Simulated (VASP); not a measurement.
Set up this calculation in VASP 6.6.1, as the native input.

| Property | Result |
| --- | --- |
| Task | relaxation of cell and atoms |
| Functional | revPBE |
| Dispersion | D3(BJ) |
| Potentials or basis | VASP PAW PBE potentials, release 64 (Ni, Si) |
| Cutoff | 600 eV |
| k mesh | 9 × 9 × 9 |
| Occupations | fermi-dirac, width 0.05 eV |
| Spin | collinear spin, ferromagnetic start |
| Starting moments | [1.0, 0.0, 0.0] μB |
| Dipole correction | no |
| Further INCAR settings | ALGO = Normal; EDIFF = 1e-07; IBRION = 2; EDIFFG = -0.01; NSW = 60; ISIF = 3 |

The structure of Si2Ni lies in POSCAR:

```
Si2Ni
1.0
    0.0000000000      2.7030000000      2.7030000000
    2.7030000000      0.0000000000      2.7030000000
    2.7030000000      2.7030000000      0.0000000000
Ni Si
1 2
Direct
    0.0000000000      0.0000000000      0.0000000000
    0.7500000000      0.7500000000      0.7500000000
    0.2500000000      0.2500000000      0.2500000000
```

The input as run:

INCAR

```
PREC = Accurate
ENCUT = 600
EDIFF = 1E-7
ISMEAR = -1
SIGMA = 0.05
LREAL = False
LASPH = True
NELM = 150
ALGO = Normal
ISIF = 3
LWAVE = False
LCHARG = False
ISPIN = 2
MAGMOM = 1 0 0
LORBIT = 11
LMAXMIX = 4
GGA = RE
IVDW = 12
IBRION = 2
NSW = 60
EDIFFG = -0.01
```

KPOINTS

```
Automatic mesh
0
Gamma
  9 9 9
```

Potentials or basis: VASP PAW PBE potentials, release 64 (Ni, Si).

Run with:

```bash
$ cat potpaw_PBE.64/Ni/POTCAR potpaw_PBE.64/Si/POTCAR > POTCAR
$ mpirun -np 1 vasp_std > vasp.out
```

It gave:

| Quantity | Value |
| --- | --- |
| Relaxed volume | 12.70 Å³/atom |
| Relaxed cell | a = 3.777 Å, b = 3.777 Å, c = 3.777 Å, α = 60.00°, β = 60.00°, γ = 60.00° |
| Space group after relaxing (to 0.05 Å) | Fm-3m (No. 225) |
| Energy gained by relaxing | 8.1 meV/atom |
| Ionic steps | 3 |
| Pressure after relaxing | 0.0 GPa |
| Band gap on the k mesh | zero (filled and empty bands overlap) |
| Net moment | 0.00 μB per cell |
| Valence electrons inside the program's atomic spheres | Ni 9.90; Si 1.61 |
| Dispersion energy per atom | -0.901 eV |

Caveat: the PAW data sets were made with another functional, which shifts forces and pressure a little; pairwise dispersion overbinds metals, which lowers pressure and volume.

Run time: 69 s on 1 thread of Intel(R) Xeon(R) Platinum 8488C (Sapphire Rapids), with other jobs on the host, peak memory 0.24 GiB.
